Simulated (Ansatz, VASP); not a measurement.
**SiO2: VASP beside Ansatz**

INCAR

```
  PREC = Accurate
  ENCUT = 520
  EDIFF = 1E-7
  ISMEAR = 0
  SIGMA = 0.02
  LREAL = False
  LASPH = True
  NELM = 100
  ALGO = Normal
  ISIF = 2
  LWAVE = False
  LCHARG = False
  GGA = PS
  NBANDS = 25
```

KPOINTS

```
Automatic mesh
0
Gamma
  6 6 8
```

The input POSCAR:

```
SiO2
1.0
    4.1944456875      0.0000000000      0.0000000000
    0.0000000000      4.1944456875      0.0000000000
    0.0000000000      0.0000000000      2.6782679635
Si O
2 4
Direct
    0.0000000000      0.0000000000      0.0000000000
    0.5000000000      0.5000000000      0.5000000000
    0.3060464345      0.3060464345      0.0000000000
    0.1939535655      0.8060464345      0.5000000000
    0.6939535655      0.6939535655      0.0000000000
    0.8060464345      0.1939535655      0.5000000000
```

Input for Ansatz:

```yaml
crystal:
  lattice:
    - [4.1944456875, 0.0, 0.0]
    - [0.0, 4.1944456875, 0.0]
    - [0.0, 0.0, 2.6782679635]
  atoms:
    - { symbol: Si, position: [0.0, 0.0, 0.0] }
    - { symbol: Si, position: [0.5, 0.5, 0.5] }
    - { symbol: O, position: [0.3060464345, 0.3060464345, 0.0] }
    - { symbol: O, position: [0.1939535655, 0.8060464345, 0.5] }
    - { symbol: O, position: [0.6939535655, 0.6939535655, 0.0] }
    - { symbol: O, position: [0.8060464345, 0.1939535655, 0.5] }
basis:
  ecutwfc: 600.0
kpoints:
  mp_grid: { grid: [6, 6, 8] }
hamiltonian:
  xc: pbesol
  pseudopotentials: { kind: paw, azcp: { folder: soft_1 } }
scf:
  occupations: { method: gaussian, width: 0.02 }
output:
  forces: true
  stress: true
  eigenvalues: true
```

Alike in both runs: task single point; functional PBEsol; k mesh 6 × 6 × 8; occupations gaussian, width 0.02 eV; no spin polarisation.

|  | VASP | Ansatz |
| --- | --- | --- |
| version | VASP 6.6.1 | Ansatz 0.2.0 |
| potentials or method | VASP PAW PBE potentials, release 64 (Si, O), cutoff 520 eV | scalar-relativistic, plane waves, PAW |
| valence electrons in the cell | 32 | 32 |

```tsv
	VASP	Ansatz	Ansatz less VASP
gap on the k mesh at the Fermi level (eV)	5.36	5.36	0.000
least direct gap on the mesh (eV)	5.36	5.36	0.000
pressure (GPa)	0.7	0.0	-0.75
traceless stress, the component that is largest in VASP (GPa)	0.63	-0.03	-0.653
rms of the force components (eV/Å)	0.016	0.001	-0.0145
```

VASP's potentials were made for PBE, not for PBEsol, and Ansatz warns of the same on its side. Atom by atom the forces differ by 0.017 eV/Å (rms over components). The functional is the same, so the differences come from potentials, cutoffs and numerics.
